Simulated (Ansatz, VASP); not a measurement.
# One calculation of Ir, two programs

INCAR

```
PREC = Accurate
ENCUT = 520
EDIFF = 1E-6
ISMEAR = 0
SIGMA = 0.15
LREAL = F
LASPH = T
NELM = 100
ALGO = Fast
ISIF = 2
LWAVE = F
LCHARG = F
NBANDS = 10
```

File KPOINTS:

```
regular mesh
0
Gamma
  22 22 22
```

Contents of POSCAR:

```
Ir
1.0
    0.0000000000      1.9054048527      1.9054048527
    1.9054048527      0.0000000000      1.9054048527
    1.9054048527      1.9054048527      0.0000000000
Ir
1
Direct
    0.0000000000      0.0000000000      0.0000000000
```

Input for Ansatz:

```yaml
crystal:
  lattice:
    - [0.0, 1.9054048527, 1.9054048527]
    - [1.9054048527, 0.0, 1.9054048527]
    - [1.9054048527, 1.9054048527, 0.0]
  atoms:
    - { symbol: Ir, position: [0.0, 0.0, 0.0] }
basis:
  ecutwfc: 420
kpoints:
  mp_grid: { grid: [22, 22, 22] }
hamiltonian:
  xc: lda
scf:
  occupations: { method: gaussian, width: 0.15 }
output:
  forces: true
  stress: true
  eigenvalues: true
  write_density: true
  write_potential: true
  elf: true
  volumetric_format: npy
```

Alike in both runs: task single point; functional LDA; k mesh 22 × 22 × 22; occupations gaussian, width 0.15 eV; no spin polarisation.

|  | VASP | Ansatz |
| --- | --- | --- |
| version | VASP 6.6.1 | Ansatz 0.2.0 |
| potentials or method | VASP PAW LDA potentials, release 64 (Ir), cutoff 520 eV | scalar-relativistic, plane waves, PAW |
| valence electrons in the cell | 9 | 17 |

```tsv
	VASP	Ansatz	Ansatz less VASP
gap on the k mesh at the Fermi level (eV)	none	none	-
pressure (GPa)	2.7	0.2	-2.54
```

LDA's correlation is that of Perdew and Zunger in VASP and of Perdew and Wang (1992) in Ansatz. A gap of «none» marks a metal or a gap that the smearing closes. VASP's potentials hold 9 valence electrons a cell and Ansatz's 17, so a difference there can come from the potentials and not from the codes.

Neither program's run includes spin-orbit coupling.
